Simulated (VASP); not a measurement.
# Si in VASP: single point with PBEsol

Aim: the single point of Si with PBEsol.

All numbers are computed with VASP 6.6.1; they aren't measurements. Logs are shortened: lines on timing, memory, paths and dates and some standing lists are left out, and cuts for length are marked.

### Step 1. The cell of the first run

The cell holds a wire or tube with vacuum around it, 20 atoms: a = 15.700 Å, b = 13.100 Å, c = 6.365 Å, α = 90.00°, β = 90.00°, γ = 90.00°.

### Step 2. Single point, PBEsol, collinear spin

Contents of INCAR:

```
PREC = Accurate
ENCUT = 520
EDIFF = 1E-6
ISMEAR = 0
SIGMA = 0.05
LREAL = Auto
LASPH = T
NELM = 150
ALGO = Normal
ISIF = 2
LWAVE = F
LCHARG = F
ISPIN = 2
MAGMOM = 0.3 0.3 0.3 0.3 0.3 0.3 0.3 0.3 0.3 0.3 0.3 0.3 0.3 0.3 0.3 0.3 0.3 0.3 0.3 0.3
LORBIT = 11
GGA = PS
NBANDS = 60
```

Contents of KPOINTS:

```
regular mesh
0
Gamma
  1 1 4
```

Contents of POSCAR:

```
Si
1.0
   15.7000000000      0.0000000000      0.0000000000
    0.0000000000     13.1000000000      0.0000000000
    0.0000000000      0.0000000000      6.3645881066
Si
20
Direct
    0.5752555618      0.5000000000      0.3008176761
    0.3315886889      0.5000000000      0.9029904328
    0.3742238615      0.3517865060      0.0920892669
    0.6479413985      0.3404753227      0.1226002675
    0.4888746326      0.6893815096      0.6139483157
    0.4461022088      0.5000000000      0.6568519643
    0.7204056670      0.5000000000      1.0301803604
    0.3742238615      0.6482134940      0.0920892669
    0.6479413985      0.6595246773      0.1226002675
    0.4888746326      0.3106184904      0.6139483157
    0.3520586015      0.3404753227      0.4607330659
    0.6257761385      0.3517865060      0.4912440664
    0.5111253674      0.6893815096      0.9693850177
    0.5538977912      0.5000000000     -0.0735186310
    0.2795943330      0.5000000000      0.5531529730
    0.3520586015      0.6595246773      0.4607330659
    0.6257761385      0.6482134940      0.4912440664
    0.5111253674      0.3106184904      0.9693850177
    0.4247444382      0.5000000000      0.2825156573
    0.6684113111      0.5000000000      0.6803429005
```

Potentials or basis: VASP PAW PBE potentials, release 64 (Si).

Command:

```sh
cat potpaw_PBE.64/Si/POTCAR > POTCAR
mpirun -np 1 vasp_std > vasp.out
```

OUTCAR:

```text
PREC = Accurate
   ENCUT = 520
   EDIFF = 1E-6
   ISMEAR = 0
   LREAL = Auto
   LASPH = T
   NELM = 150
   ISIF = 2
   ISPIN = 2
   LORBIT = 11
   GGA = PS

 ion  position               nearest neighbor table
   1  0.575  0.500  0.301-  19 2.37  14 2.41  17 2.42  12 2.42   4 2.64   9 2.64  20 2.82   7 2.86
                             6 3.04
   2  0.332  0.500  0.903-  15 2.37   8 2.38   3 2.38   6 2.38  19 2.82
   3  0.374  0.352  0.092-  18 2.35  11 2.38   2 2.38  19 2.42
   4  0.648  0.340  0.123-  12 2.38  18 2.39   7 2.45   1 2.64  14 2.85
   5  0.489  0.689  0.614-  13 2.29  17 2.35  16 2.39   6 2.58
   6  0.446  0.500  0.657-   2 2.38  19 2.41  14 2.41   5 2.58  10 2.58  15 2.70  16 2.85  11 2.85
                             1 3.04
   7  0.720  0.500  0.030-  20 2.37   9 2.45   4 2.45  14 2.70   1 2.86
   8  0.374  0.648  0.092-  13 2.35  16 2.38   2 2.38  19 2.42
   9  0.648  0.660  0.123-  17 2.38  13 2.39   7 2.45   1 2.64  14 2.85
  10  0.489  0.311  0.614-  18 2.29  12 2.35  11 2.39   6 2.58
  11  0.352  0.340  0.461-   3 2.38  10 2.39  15 2.45  19 2.64   6 2.85
  12  0.626  0.352  0.491-  10 2.35   4 2.38  20 2.38   1 2.42
  13  0.511  0.689  0.969-   5 2.29   8 2.35   9 2.39  14 2.58
  14  0.554  0.500  0.926-  20 2.38   1 2.41   6 2.41  18 2.58  13 2.58   7 2.70   9 2.85   4 2.85
                            19 3.04
  15  0.280  0.500  0.553-   2 2.37  11 2.45  16 2.45   6 2.70  19 2.86
  16  0.352  0.660  0.461-   8 2.38   5 2.39  15 2.45  19 2.64   6 2.85
  17  0.626  0.648  0.491-   5 2.35   9 2.38  20 2.38   1 2.42
  18  0.511  0.311  0.969-  10 2.29   3 2.35   4 2.39  14 2.58
  19  0.425  0.500  0.283-   1 2.37   6 2.41   3 2.42   8 2.42  11 2.64  16 2.64   2 2.82  15 2.86
                            14 3.04
  20  0.668  0.500  0.680-   7 2.37  12 2.38  17 2.38  14 2.38   1 2.82

  LATTYP: Found a simple orthorhombic cell.
 ALAT       =     6.3645881066
 B/A-ratio  =     2.0582635955
 C/A-ratio  =     2.4667739274

  Lattice vectors:

 A1 = (   0.0000000000,   0.0000000000,  -6.3645881066)
 A2 = (   0.0000000000,  13.1000000000,   0.0000000000)
 A3 = (  15.7000000000,   0.0000000000,   0.0000000000)

Analysis of symmetry for initial positions (statically):
=====================================================================
 Subroutine PRICEL returns:
 Original cell was already a primitive cell.

 Routine SETGRP: Setting up the symmetry group for a
 simple orthorhombic supercell.

 Subroutine GETGRP returns: Found  4 space group operations
 (whereof  2 operations were pure point group operations)
 out of a pool of  8 trial point group operations.

The static configuration has the point symmetry C_1h.
 The point group associated with its full space group is C_2h.

[... 187 lines left out ...]
  free energy    TOTEN  =      -101.78203056 eV

  energy without entropy =     -101.77502196  energy(sigma->0) =     -101.77852626

 E-fermi :  -1.1448     XC(G=0):  -3.7699

 val. band max:       -1.1897530753   @ k =   0.0000   0.0000   0.2500
 cond. band min:      -1.1017470468   @ k =   0.0000   0.0000   0.2500
 fundamental gap:      0.0880060285
 Fermi energy:        -1.1447542665

 spin component 1

 k-point     1 :       0.0000    0.0000    0.0000
  band No.  band energies     occupation
      1     -14.4196      1.00000
      2     -13.3284      1.00000
      3     -12.2655      1.00000
      4     -11.1275      1.00000
      5     -10.9490      1.00000
      6     -10.8475      1.00000
[... 154 lines left out ...]
     51       0.6686      0.00000
     52       1.1106      0.00000
 Fermi energy:        -1.1447542665

 spin component 2

 k-point     1 :       0.0000    0.0000    0.0000
  band No.  band energies     occupation
      1     -14.4070      1.00000
      2     -13.3154      1.00000
      3     -12.2478      1.00000
      4     -11.1098      1.00000
      5     -10.9269      1.00000
      6     -10.8385      1.00000
[... 154 lines left out ...]
     51       0.6856      0.00000
     52       1.1248      0.00000
 [bands above 52 left out]

------------------------ aborting loop because EDIFF is reached ----------------------------------------

  FORCE on cell =-STRESS in cart. coord.  units (eV):
  Direction    XX          YY          ZZ          XY          YZ          ZX
  --------------------------------------------------------------------------------------
  -------------------------------------------------------------------------------------
  Total        0.0959827     -0.0029445      0.2199676      0.0000000      0.0000000     -0.0321006
  in kB        0.1174795     -0.0036040      0.2692328      0.0000000      0.0000000     -0.0392900
  external PRESSURE =       0.1277028 kB  Pullay stress =       0.0000000 kB

 VOLUME and BASIS-vectors are now :
 -----------------------------------------------------------------------------
  energy-cutoff  :      520.00
  volume of cell :     1309.00
      direct lattice vectors                 reciprocal lattice vectors
    15.700000000  0.000000000  0.000000000     0.063694268  0.000000000  0.000000000
     0.000000000 13.100000000  0.000000000     0.000000000  0.076335878  0.000000000
     0.000000000  0.000000000  6.364588107     0.000000000  0.000000000  0.157119358

 POSITION                                       TOTAL-FORCE (eV/Angst)
 -----------------------------------------------------------------------------------
      9.03151      6.55000      1.91458         0.007616      0.000000     -0.005576
      5.20594      6.55000      5.74716        -0.003139      0.000000     -0.000338
      5.87531      4.60840      0.58611        -0.009538     -0.006826     -0.001552
     10.17268      4.46023      0.78030        -0.002325     -0.006424     -0.007330
      7.67533      9.03090      3.90753        -0.007146      0.009367     -0.010284
      7.00380      6.55000      4.18059        -0.013615      0.000000     -0.011915
[... 12 lines left out ...]
      6.66849      6.55000      1.79810        -0.007616      0.000000      0.005576
     10.49406      6.55000      4.33010         0.003139      0.000000      0.000338
 -----------------------------------------------------------------------------------
    total drift:                                0.000000      0.000000      0.000000

  FREE ENERGIE OF THE ION-ELECTRON SYSTEM (eV)
  ---------------------------------------------------
  free  energy   TOTEN  =      -101.7820305615 eV

  energy  without entropy=     -101.7750219570  energy(sigma->0) =     -101.77852626

 total charge

# of ion       s       p       d       tot
------------------------------------------
    1        0.779   0.856   0.000   1.634
    2        0.782   0.858   0.000   1.640
    3        0.799   0.853   0.000   1.652
    4        0.834   0.766   0.000   1.600
    5        0.785   0.868   0.000   1.654
    6        0.823   0.811   0.000   1.633
[... 12 lines left out ...]
   19        0.779   0.856   0.000   1.634
   20        0.782   0.858   0.000   1.640
--------------------------------------------------
tot         16.134  16.530   0.000  32.664

 magnetization (x)

# of ion       s       p       d       tot
------------------------------------------
    1       -0.001  -0.003   0.000  -0.003
    2       -0.001  -0.001   0.000  -0.002
    3        0.001   0.008   0.000   0.009
    4        0.003   0.018   0.000   0.021
    5        0.000   0.003   0.000   0.003
    6       -0.000  -0.001   0.000  -0.002
[... 12 lines left out ...]
   19       -0.001  -0.003   0.000  -0.003
   20       -0.001  -0.001   0.000  -0.002
--------------------------------------------------
tot          0.013   0.103   0.000   0.116
```

OSZICAR:

```text
N       E                     dE             d eps       ncg     rms          rms(c)
DAV:   1     0.413914601685E+03    0.41391E+03   -0.23963E+04   720   0.934E+02
DAV:   2    -0.602409531175E+02   -0.47416E+03   -0.45662E+03  1072   0.171E+02
[... 17 lines left out ...]
DAV:  20    -0.101781745737E+03   -0.28003E-03   -0.53118E-05   772   0.220E-02    0.313E-03
DAV:  21    -0.101781955050E+03   -0.20931E-03   -0.53518E-05   792   0.186E-02    0.173E-03
DAV:  22    -0.101781999291E+03   -0.44240E-04   -0.17551E-05   760   0.125E-02    0.895E-04
DAV:  23    -0.101782023543E+03   -0.24253E-04   -0.10251E-05   744   0.965E-03    0.520E-04
DAV:  24    -0.101782029962E+03   -0.64192E-05   -0.66959E-06   716   0.807E-03    0.355E-04
DAV:  25    -0.101782030562E+03   -0.59913E-06   -0.32485E-06   600   0.546E-03
   1 F= -.10178203E+03 E0= -.10177853E+03  d E =-.700860E-02  mag=     0.3974
```

It took 17 min on 1 thread of Intel Xeon Platinum 8488C (Sapphire Rapids), shared host; peak memory 1.5 GiB.

What came out:

```yaml
Free_energy: -101.7820 eV
Largest_force: 0.018 eV/Å
Net_moment: 0.40 μB per cell
Site_moments: Si -0.00, +0.01, +0.02, +0.00 (each value once) μB
Valence_electrons_inside_the_program's_atomic_spheres: Si 1.63, 1.64, 1.65, 1.60, 1.61 (each value once)
```

Forces in eV/Å, atoms in the order of the input:
```
Si   0.008  0.000 -0.006
Si  -0.003  0.000  0.000
Si  -0.010 -0.007 -0.002
Si  -0.002 -0.006 -0.007
Si  -0.007  0.009 -0.010
Si  -0.014  0.000 -0.012
Si   0.001  0.000  0.000
Si  -0.010  0.007 -0.002
Si  -0.002  0.006 -0.007
Si  -0.007 -0.009 -0.010
Si   0.002 -0.006  0.007
Si   0.010 -0.007  0.002
Si   0.007  0.009  0.010
Si   0.014  0.000  0.012
Si  -0.001  0.000  0.000
Si   0.002  0.006  0.007
Si   0.010  0.007  0.002
Si   0.007 -0.009  0.010
Si  -0.008  0.000  0.006
Si   0.003  0.000  0.000
```

Caveat: the PAW data sets were made with another functional, which shifts forces and pressure a little.
